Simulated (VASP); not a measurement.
# TaN in VASP: notebook

The runs below take TaN through single point, with PBE.

Program: VASP 6.6.1. These are calculated values, not measurements. Logs are shortened: lines on timing, memory, paths and dates and some standing lists are left out, and cuts for length are marked.

## (1) The cell of the first run

The structure is hexagonal, space group P6_3/mmc (No. 194). The conventional cell has a = 2.903 Å, b = 2.903 Å, c = 6.033 Å, α = 90.00°, β = 90.00°, γ = 120.00°. Within 3.0 Å of Ta (site symmetry -3m) lie 6 N at 2.25 Å and 6 Ta at 2.90 Å. N (site symmetry -6m2) has 6 Ta at 2.25 Å and 6 N at 2.90 Å within 3.0 Å.

## (2) Single point, PBE (uniaxial strain along c: +2.0 %)

Contents of INCAR:

```
SYSTEM = TaN
PREC = Accurate
ENCUT = 520
EDIFF = 1E-6
ISMEAR = 0
SIGMA = 0.1
LREAL = .FALSE.
LASPH = .TRUE.
NELM = 100
ALGO = Normal
ISIF = 2
LWAVE = .FALSE.
LCHARG = .FALSE.
GGA = PE
NBANDS = 24
```

Contents of KPOINTS:

```
regular mesh
0
G
  24 24 10
  0 0 0
```

Contents of POSCAR:

```
TaN
1.0
    2.9025157849      0.0000000000      0.0000000000
   -1.4512578924      2.5136524046      0.0000000000
    0.0000000000      0.0000000000      6.0331424205
Ta N
2 2
Direct
    0.0000000000      0.0000000000      0.0000000000
    0.0000000000      0.0000000000      0.5000000000
    0.3333333333      0.6666666667      0.2500000000
    0.6666666667      0.3333333333      0.7500000000
```

Potentials or basis: VASP PAW PBE potentials, release 64 (Ta_pv, N).

On the command line:

```bash
cat potpaw_PBE.64/Ta_pv/POTCAR potpaw_PBE.64/N/POTCAR > POTCAR
mpirun -np 1 vasp_std > vasp.out
```

OUTCAR:

```text
SYSTEM = TaN
   PREC = Accurate
   ENCUT = 520
   EDIFF = 1E-6
   ISMEAR = 0
   LREAL = .FALSE.
   LASPH = .TRUE.
   NELM = 100
   ISIF = 2
   GGA = PE

 ion  position               nearest neighbor table
   1  0.000  0.000  0.000-   3 2.25   4 2.25   3 2.25   4 2.25   4 2.25   3 2.25   2 3.02   2 3.02

   2  0.000  0.000  0.500-   3 2.25   4 2.25   3 2.25   4 2.25   4 2.25   3 2.25   1 3.02   1 3.02

   3  0.333  0.667  0.250-   1 2.25   2 2.25   1 2.25   2 2.25   1 2.25   2 2.25
   4  0.667  0.333  0.750-   1 2.25   2 2.25   1 2.25   2 2.25   1 2.25   2 2.25

  LATTYP: Found a hexagonal cell.
 ALAT       =     2.9025157849
 C/A-ratio  =     2.0785907356

  Lattice vectors:

 A1 = (   2.9025157849,   0.0000000000,   0.0000000000)
 A2 = (  -1.4512578924,   2.5136524046,   0.0000000000)
 A3 = (   0.0000000000,   0.0000000000,   6.0331424205)

Analysis of symmetry for initial positions (statically):
=====================================================================
 Subroutine PRICEL returns:
 Original cell was already a primitive cell.

 Routine SETGRP: Setting up the symmetry group for a
 hexagonal supercell.

 Subroutine GETGRP returns: Found 24 space group operations
 (whereof 12 operations were pure point group operations)
 out of a pool of 24 trial point group operations.

The static configuration has the point symmetry D_3d.
 The point group associated with its full space group is D_6h.

Analysis of symmetry for dynamics (positions and initial velocities):
=====================================================================
 Subroutine PRICEL returns:
 Original cell was already a primitive cell.

 Routine SETGRP: Setting up the symmetry group for a
 hexagonal supercell.

 Subroutine GETGRP returns: Found 24 space group operations
 (whereof 12 operations were pure point group operations)
 out of a pool of 24 trial point group operations.

The dynamic configuration has the point symmetry D_3d.
 The point group associated with its full space group is D_6h.

 Subroutine INISYM returns: Found 24 space group operations
 (whereof 12 operations are pure point group operations),
 and found     1 'primitive' translations

----------------------------------------------------------------------------------------

                                     Primitive cell

  volume of cell :      44.0173

  direct lattice vectors                    reciprocal lattice vectors
     2.902515785  0.000000000  0.000000000     0.344528703  0.198913740  0.000000000
    -1.451257892  2.513652405  0.000000000     0.000000000  0.397827479  0.000000000
     0.000000000  0.000000000  6.033142420     0.000000000  0.000000000  0.165751101

  length of vectors
     2.902515785  2.902515785  6.033142420     0.397827479  0.397827479  0.165751101

  position of ions in fractional coordinates (direct lattice)
     0.000000000  0.000000000  0.000000000
     0.000000000  0.000000000  0.500000000
     0.333333333  0.666666667  0.250000000
     0.666666667  0.333333333  0.750000000

  ion indices of the primitive-cell ions
   primitive index   ion index
                 1           1
                 2           2
                 3           3
                 4           4

----------------------------------------------------------------------------------------

 KPOINTS: regular mesh

Automatic generation of k-mesh.
 Grid dimensions read from file:
 generate k-points for:   24   24   10

 Generating k-lattice:

  Cartesian coordinates                     Fractional coordinates (reciprocal lattice)
     0.014355363  0.008288072  0.000000000     0.041666667  0.000000000  0.000000000
     0.000000000  0.016576145  0.000000000     0.000000000  0.041666667  0.000000000
     0.000000000  0.000000000  0.016575110     0.000000000  0.000000000  0.100000000

  Length of vectors
     0.016576145  0.016576145  0.016575110

  Shift w.r.t. Gamma in fractional coordinates (k-lattice)
     0.000000000  0.000000000  0.000000000

 Subroutine IBZKPT returns following result:
 ===========================================

 Found    366 irreducible k-points:

 Following reciprocal coordinates:
            Coordinates               Weight
  0.000000  0.000000  0.000000      1.000000
  0.041667  0.000000  0.000000      6.000000
  0.083333  0.000000  0.000000      6.000000
  0.125000 -0.000000  0.000000      6.000000
  0.166667  0.000000  0.000000      6.000000
  0.208333  0.000000  0.000000      6.000000
[... 16 lines left out ...]
  0.416667  0.041667  0.000000     12.000000
  0.458333  0.041667  0.000000     12.000000
 [... further k-points ...]
   k-points           NKPTS =    366   k-points in BZ     NKDIM =    366   number of bands    NBANDS=     24
   number of dos      NEDOS =    301   number of ions     NIONS =      4
   total plane-waves  NPLWV =  27648
   dimension x,y,z NGX =    24 NGY =   24 NGZ =   48
   dimension x,y,z NGXF=    48 NGYF=   48 NGZF=   96
   ions per type =               2   2
   NGX,Y,Z   is equivalent  to a cutoff of  13.75, 13.75, 13.23 a.u.
   NGXF,Y,Z  is equivalent  to a cutoff of  27.49, 27.49, 26.45 a.u.
 SYSTEM =  TaN
   PREC   = accura    normal or accurate (medium, high low for compatibility)
   ISTART =      0    job   : 0-new  1-cont  2-samecut
   ICHARG =      2    charge: 1-file 2-atom 10-const
   ISPIN  =      1    spin polarized calculation?
   LNONCOLLINEAR =      F non collinear calculations
   LSORBIT =      F    spin-orbit coupling
   LASPH  =      T    aspherical Exc in radial PAW
   ENCUT  =  520.0 eV  38.22 Ry    6.18 a.u.   5.40  5.40 11.22*2*pi/ulx,y,z
   NELM   =    100;   NELMIN=  2; NELMDL= -5     # of ELM steps
   EDIFF  = 0.1E-05   stopping-criterion for ELM
   LREAL  =      F    real-space projection
   EDIFFG = 0.1E-04   stopping-criterion for IOM
   NSW    =      0    number of steps for IOM
   IBRION =     -1    ionic relax: 0-MD 1-quasi-New 2-CG
   NFREE  =      0    steps in history (QN), initial steepest desc. (CG)
   ISIF   =      2    stress and relaxation
   ISYM   =      2    0-nonsym 1-usesym 2-fastsym
   POTIM  = 0.5000    time-step for ionic-motion
   TEBEG  =    0.0;   TEEND  =   0.0 temperature during run
   PSTRESS=    0.0 pullay stress
   NELECT =      32.0000    total number of electrons
   NUPDOWN=      -1.0000    fix difference up-down
   EMIN   =  10.00;   EMAX   =-10.00  energy-range for DOS
   EFERMI =   0.00;   METHOD = LEGACY
   ISMEAR =     0;   SIGMA  =   0.10  broadening in eV -4-tet -1-fermi 0-gaus
   EFERMI_NEDOS =   21; number of points for ismear=-14 and -15
   IALGO  =     38    algorithm
   IMIX   =      4    mixing-type and parameters
     AMIX     =   0.40;   BMIX     =  1.00
     AMIX_MAG =   1.60;   BMIX_MAG =  1.00
  volume/ion in A,a.u.               =      11.00        74.26
  Fermi-wavevector in a.u.,A,eV,Ry     =   1.472031  2.781736 29.482137  2.166876
  Thomas-Fermi vector in A             =   2.587095
   LORBIT       =      0    0 simple, 1 ext, 2 COOP (PROOUT), +10 PAW based schemes
   GGA     = PE    functional components
   LHFCALC =     F    Hartree Fock is set to
   AEXX    =    0.0000 exact exchange contribution
   IVDW    =     0    specifies the selected vdW correction
   LEPSILON=     F    determine dielectric tensor
   LRPA    =     F    only Hartree local field effects (RPA)
 non-spin polarized calculation
 Gauss-broadening in eV      SIGMA  =   0.10
  energy-cutoff  :      520.00
  volume of cell :       44.02
 maximum number of plane-waves:      1235
 NGX is ok and might be reduce to    24

 number of electron      32.0000001 magnetization

 Free energy of the ion-electron system (eV)
  ---------------------------------------------------
  ext. energy  EPLUGINS =         0.00000000
  ---------------------------------------------------
  free energy    TOTEN  =       -43.98974792 eV

  energy without entropy =      -43.98473473  energy(sigma->0) =      -43.98724132

 E-fermi :   7.9593     XC(G=0): -13.2380

 val. band max:        7.9567826978   @ k =   0.3333   0.3333   0.1000
 cond. band min:       7.9616801944   @ k =   0.0000   0.0000   0.1000
 fundamental gap:      0.0048974966
 Fermi energy:         7.9593443679

 k-point     1 :       0.0000    0.0000    0.0000
  band No.  band energies     occupation
      1     -27.5578      2.00000
      2     -26.9253      2.00000
      3     -26.5926      2.00000
      4     -26.5926      2.00000
      5     -26.5441      2.00000
      6     -26.5441      2.00000
[... 16 lines left out ...]
     23      11.8940      0.00000
     24      13.8080      0.00000

 k-point     2 :       0.0417    0.0000    0.0000
  band No.  band energies     occupation
      1     -27.5534      2.00000
      2     -26.9226      2.00000
      3     -26.6133      2.00000
      4     -26.5971      2.00000
      5     -26.5633      2.00000
      6     -26.5483      2.00000
[... 16 lines left out ...]
     23      11.9104      0.00000
     24      13.7246      0.00000

 k-point     3 :       0.0833    0.0000    0.0000
  band No.  band energies     occupation
      1     -27.5403      2.00000
      2     -26.9145      2.00000
      3     -26.6734      2.00000
      4     -26.6192      2.00000
      5     -26.6100      2.00000
      6     -26.5606      2.00000
[... 16 lines left out ...]
     23      11.9860      0.00000
     24      13.5620      0.00000
[... 514 lines left out ...]
 k-point    23 :       0.4167    0.0417    0.0000
  band No.  band energies     occupation
      1     -27.6593      2.00000
      2     -27.5464      2.00000
      3     -27.2972      2.00000
      4     -26.8485      2.00000
      5     -26.7872      2.00000
      6     -26.7662      2.00000
[... 16 lines left out ...]
     23      14.8017      0.00000
     24      15.0054      0.00000

 k-point    24 :       0.4583    0.0417    0.0000
  band No.  band energies     occupation
      1     -27.6932      2.00000
      2     -27.5787      2.00000
      3     -27.2880      2.00000
      4     -26.8572      2.00000
      5     -26.7954      2.00000
      6     -26.7606      2.00000
[... 16 lines left out ...]
     23      14.4592      0.00000
     24      15.6697      0.00000

 [... further k-points ...]

------------------------ aborting loop because EDIFF is reached ----------------------------------------

  FORCE on cell =-STRESS in cart. coord.  units (eV):
  Direction    XX          YY          ZZ          XY          YZ          ZX
  --------------------------------------------------------------------------------------
  -------------------------------------------------------------------------------------
  Total        0.5954880      0.5954880     -3.6907140      0.0000000      0.0000000      0.0000000
  in kB       21.6750542     21.6750542   -134.3376016      0.0000000      0.0000000      0.0000000
  external PRESSURE =     -30.3291644 kB  Pullay stress =       0.0000000 kB

 VOLUME and BASIS-vectors are now :
 -----------------------------------------------------------------------------
  energy-cutoff  :      520.00
  volume of cell :       44.02
      direct lattice vectors                 reciprocal lattice vectors
     2.902515785  0.000000000  0.000000000     0.344528703  0.198913740  0.000000000
    -1.451257892  2.513652405  0.000000000     0.000000000  0.397827479  0.000000000
     0.000000000  0.000000000  6.033142420     0.000000000  0.000000000  0.165751101

 POSITION                                       TOTAL-FORCE (eV/Angst)
 -----------------------------------------------------------------------------------
      0.00000      0.00000      0.00000        -0.000000      0.000000     -0.000000
      0.00000      0.00000      3.01657        -0.000000      0.000000     -0.000000
     -0.00000      1.67577      1.50829         0.000000      0.000000      0.000000
      1.45126      0.83788      4.52486        -0.000000      0.000000     -0.000000
 -----------------------------------------------------------------------------------
    total drift:                               -0.000000      0.000000      0.000000

  FREE ENERGIE OF THE ION-ELECTRON SYSTEM (eV)
  ---------------------------------------------------
  free  energy   TOTEN  =       -43.9897479195 eV

  energy  without entropy=      -43.9847347262  energy(sigma->0) =      -43.98724132
```

Wall time 12 min (1 thread of AMD EPYC 7R13, shared host); peak memory 0.41 GiB.

What came out:

* Free energy: -43.9897 eV
* Pressure: -3.0 GPa
* Band gap on the k mesh: zero (band 16 reaches 8.63 eV, above the bottom of band 17 at 7.56 eV)

Levels at points of the mesh, in eV from the Fermi level:
```csv
k point,band 12,band 13,band 14,band 15,band 16,band 17,band 18,band 19,band 20,band 21
"(0.00, 0.00, 0.00)",-4.30,-3.46,-1.73,-1.73,-0.18,-0.18,0.75,0.75,1.91,3.29
"(0.50, 0.00, 0.00)",-5.05,-4.01,-3.61,-2.57,-2.30,2.80,3.93,5.03,5.20,5.27
"(0.00, 0.00, 0.50)",-3.54,-3.54,-3.54,-0.75,-0.75,1.06,1.06,1.06,1.06,4.34
"(0.50, 0.00, 0.50)",-5.80,-4.05,-4.05,-2.26,-2.26,3.95,3.95,4.81,4.81,5.71
```

Caveat: the cell differs from its parent crystal (uniaxial strain along c: +2.0 %); spin-orbit coupling is left out, which moves the levels of the heavy elements.

## (3) Single point, PBE

This run uses another cell than the first one: it holds 8 atoms, not 4.

Contents of INCAR:

```
SYSTEM = TaN
PREC     = Accurate       ! precision mode
ENCUT    = 600            ! plane-wave cutoff, eV
EDIFF    = 1E-6           ! SCF threshold, eV
ISMEAR   = 0              ! smearing method
SIGMA    = 0.1            ! smearing width, eV
LREAL    = .FALSE.        ! projectors in reciprocal space
LASPH    = .TRUE.         ! aspherical terms in the spheres
NELM     = 120            ! most SCF steps
ALGO     = Normal         ! electronic algorithm
ISIF     = 2              ! what is computed and relaxed
LWAVE    = .FALSE.        ! write WAVECAR
LCHARG   = .FALSE.        ! write CHGCAR
GGA      = PE             ! functional
NBANDS   = 42             ! bands
GGA_COMPAT= .FALSE.
```

Contents of KPOINTS:

```
regular mesh
0
G
  12 6 6
  0 0 0
```

Contents of POSCAR:

```
TaN
1.0
   -2.9150411438      0.0000000000      0.0000000000
    0.0000000000     -5.0562209419      0.0000000000
    0.0000000000      0.0000000000      5.9150615462
Ta N
4 4
Direct
    0.5000000000      0.5000000000      0.0000000000
    0.0000000000      1.0000000000      0.0000000000
    0.5000000000      0.5000000000      0.5000000000
    0.0000000000      1.0000000000      0.5000000000
    0.5000000000      0.1666502912      0.2500000000
    0.0000000000      0.6666502912      0.2500000000
    1.0000000000      0.3333497088      0.7500000000
    0.5000000000      0.8333497088      0.7500000000
```

Potentials or basis: VASP PAW PBE potentials, release 64 (Ta_pv, N).

On the command line:

```bash
cat potpaw_PBE.64/Ta_pv/POTCAR potpaw_PBE.64/N/POTCAR > POTCAR
mpirun -np 1 vasp_std > vasp.out
```

OUTCAR:

```text
SYSTEM = TaN
   PREC = Accurate
   ENCUT = 600
   EDIFF = 1E-6
   ISMEAR = 0
   LREAL = .FALSE.
   LASPH = .TRUE.
   NELM = 120
   ISIF = 2
   GGA = PE

 ion  position               nearest neighbor table
   1  0.500  0.500  0.000-   6 2.24   7 2.24   6 2.24   7 2.24   5 2.24   8 2.24   2 2.92   2 2.92
                             2 2.92   2 2.92   3 2.96   3 2.96
   2  0.000  0.000  0.000-   5 2.24   8 2.24   5 2.24   8 2.24   7 2.24   6 2.24   1 2.92   1 2.92
                             1 2.92   1 2.92   4 2.96   4 2.96
   3  0.500  0.500  0.500-   6 2.24   7 2.24   6 2.24   7 2.24   5 2.24   8 2.24   4 2.92   4 2.92
                             4 2.92   4 2.92   1 2.96   1 2.96
[... 1320 lines left out ...]
  external PRESSURE =       6.0091423 kB  Pullay stress =       0.0000000 kB

 VOLUME and BASIS-vectors are now :
 -----------------------------------------------------------------------------
  energy-cutoff  :      600.00
  volume of cell :       87.18
      direct lattice vectors                 reciprocal lattice vectors
    -2.915041144  0.000000000  0.000000000    -0.343048331  0.000000000  0.000000000
     0.000000000 -5.056220942  0.000000000     0.000000000 -0.197776168  0.000000000
     0.000000000  0.000000000  5.915061546     0.000000000  0.000000000  0.169059948

 POSITION                                       TOTAL-FORCE (eV/Angst)
 -----------------------------------------------------------------------------------
     -1.45752     -2.52811      0.00000         0.000000     -0.000000     -0.000000
      0.00000      0.00000      0.00000         0.000000     -0.000000     -0.000000
     -1.45752     -2.52811      2.95753         0.000000     -0.000000     -0.000000
      0.00000      0.00000      2.95753         0.000000     -0.000000     -0.000000
     -1.45752     -0.84262      1.47877        -0.000000      0.003049      0.000000
      0.00000     -3.37073      1.47877         0.000000      0.003049      0.000000
      0.00000     -1.68549      4.43630        -0.000000     -0.003049     -0.000000
     -1.45752     -4.21360      4.43630         0.000000     -0.003049      0.000000
 -----------------------------------------------------------------------------------
    total drift:                               -0.000000      0.000000     -0.000000

  FREE ENERGIE OF THE ION-ELECTRON SYSTEM (eV)
  ---------------------------------------------------
  free  energy   TOTEN  =       -88.0680669539 eV

  energy  without entropy=      -88.0575833205  energy(sigma->0) =      -88.06282514
```

It took 5.3 min on 1 thread of Intel Xeon 6975P-C, shared host; peak memory 0.48 GiB.

What came out:

```
Free energy            : -88.0681 eV
Pressure               : 0.6 GPa
Largest force          : 0.003 eV/Å
Band gap on the k mesh : zero (band 32 reaches 8.80 eV, above the bottom of band 33 at 7.62 eV)
```

Forces in eV/Å, atoms in the order of the input:
```
Ta   0.000  0.000  0.000
Ta   0.000  0.000  0.000
Ta   0.000  0.000  0.000
Ta   0.000  0.000  0.000
N    0.000  0.003  0.000
N    0.000  0.003  0.000
N    0.000 -0.003  0.000
N    0.000 -0.003  0.000
```

Caveat: spin-orbit coupling is left out, which moves the levels of the heavy elements.

## (4) Single point, PBE

This run uses another cell than the first one: it holds 8 atoms, not 4.

Contents of INCAR:

```
SYSTEM = TaN
PREC = Accurate ; ENCUT = 600
EDIFF = 1E-6 ; ISMEAR = 1
SIGMA = 0.1 ; LREAL = .False.
LASPH = .True. ; NELM = 120
ALGO = Normal ; ISIF = 2
LWAVE = .False. ; LCHARG = .False.
GGA = PE ; NBANDS = 42
GGA_COMPAT = .False.
```

Contents of KPOINTS:

```
Automatic mesh
0
Gamma
  12 6 6
  0 0 0
```

POSCAR is that of step 3.

On the command line:

```bash
cat potpaw_PBE.64/Ta_pv/POTCAR potpaw_PBE.64/N/POTCAR > POTCAR
mpirun -np 1 vasp_std > vasp.out
```

Wall time 6.1 min (1 thread of Intel Xeon 6975P-C, shared host); peak memory 0.47 GiB.

It converged, with:

| Item | Value |
| --- | --- |
| Free energy | -88.0628 eV |
| Pressure | 0.6 GPa |
| Largest force | 0.004 eV/Å |
| Band gap on the k mesh | zero (band 32 reaches 8.80 eV, above the bottom of band 33 at 7.62 eV) |

Forces on the atoms (eV/Å):
```
Ta   0.000  0.000  0.000
Ta   0.000  0.000  0.000
Ta   0.000  0.000  0.000
Ta   0.000  0.000  0.000
N    0.000  0.004  0.000
N    0.000  0.004  0.000
N    0.000 -0.004  0.000
N    0.000 -0.004  0.000
```

Stress tensor (GPa, compression positive):
```
0.48 0.00 0.00
0.00 0.62 0.00
0.00 0.00 0.70
```

Levels at points of the mesh, in eV from the Fermi level:
```
           k point  band 30  band 31  band 32  band 33  band 34  band 35
(0.00, 0.00, 0.00)    -1.97    -1.96    -0.23    -0.20     0.57     0.59
(0.50, 0.00, 0.00)    -0.69    -0.59    -0.59     0.47     0.47     1.03
(0.00, 0.50, 0.00)    -2.91    -0.60    -0.60     0.83     0.83     1.90
(0.50, 0.50, 0.00)    -2.79    -2.12    -2.12     2.85     2.85     3.97
(0.00, 0.00, 0.50)    -2.20    -0.65    -0.65     0.99     0.99     1.01
(0.50, 0.00, 0.50)    -0.91    -0.91    -0.91     1.25     1.25     1.25
(0.00, 0.50, 0.50)    -1.72    -1.72    -1.72     1.25     1.25     1.25
(0.50, 0.50, 0.50)    -2.20    -2.20    -2.20     3.90     3.90     3.90
```

Caveat: spin-orbit coupling is left out, which moves the levels of the heavy elements.

[end of part 1 of 2]
